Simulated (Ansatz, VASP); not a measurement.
# One calculation of GaAs, two programs

INCAR

```
SYSTEM = GaAs
ALGO = Normal ; EDIFF = 1E-6
EDIFFG = -0.005 ; ENCUT = 600
GGA = CA ; IBRION = 2
ISIF = 3 ; ISMEAR = 0
LASPH = .TRUE. ; LCHARG = .FALSE.
LREAL = .FALSE. ; LWAVE = .FALSE.
NELM = 60 ; NSW = 100
PREC = Accurate ; SIGMA = 0.02
```

KPOINTS

```
k-points
0
G
  12 12 12
  0 0 0
```

The input POSCAR:

```
GaAs
1.0
    0.0000000000      2.8016907859      2.8016907859
    2.8016907859      0.0000000000      2.8016907859
    2.8016907859      2.8016907859      0.0000000000
Ga As
1 1
Direct
    0.0000000000      0.0000000000      0.0000000000
    0.7500000000      0.7500000000      0.7500000000
```

Input for Ansatz:

```yaml
crystal:
  lattice:
    - [0.0, 2.8016907859, 2.8016907859]
    - [2.8016907859, 0.0, 2.8016907859]
    - [2.8016907859, 2.8016907859, 0.0]
  atoms:
    - { symbol: Ga, position: [0.0, 0.0, 0.0] }
    - { symbol: As, position: [0.75, 0.75, 0.75] }
basis:
  ecutwfc: 420
kpoints:
  mp_grid: { grid: [12, 12, 12] }
hamiltonian:
  xc: lda
scf:
  occupations: { method: gaussian, width: 0.02 }
output:
  forces: true
  stress: true
  eigenvalues: true
relax:
  adjacent_minimum: "off"
  f_tol: 0.005
  max_steps: 80
  cell: { stress_tol: 0.05 }
```

Alike in both runs: task relaxation of cell and atoms; functional LDA; k mesh 12 × 12 × 12; occupations gaussian, width 0.02 eV; no spin polarisation.

|  | VASP | Ansatz |
| --- | --- | --- |
| version | VASP 6.6.1 | Ansatz 0.2.0 |
| potentials or method | VASP PAW LDA potentials, release 64 (Ga_d, As), cutoff 600 eV | scalar-relativistic, plane waves, PAW |
| valence electrons in the cell | 18 | 28 |

```csv
,VASP,Ansatz,Ansatz less VASP
"gap on the k mesh at the Fermi level, each at its own relaxed structure (eV)",0.50,0.49,-0.019
relaxed volume (Å³/atom),22.08,21.99,-0.088
relaxed cell length with the largest relative difference (Å),3.967,3.962,-0.0053
```

LDA's correlation is that of Perdew and Zunger in VASP and of Perdew and Wang (1992) in Ansatz. VASP's potentials hold 18 valence electrons a cell and Ansatz's 28, so a difference there can come from the potentials and not from the codes.
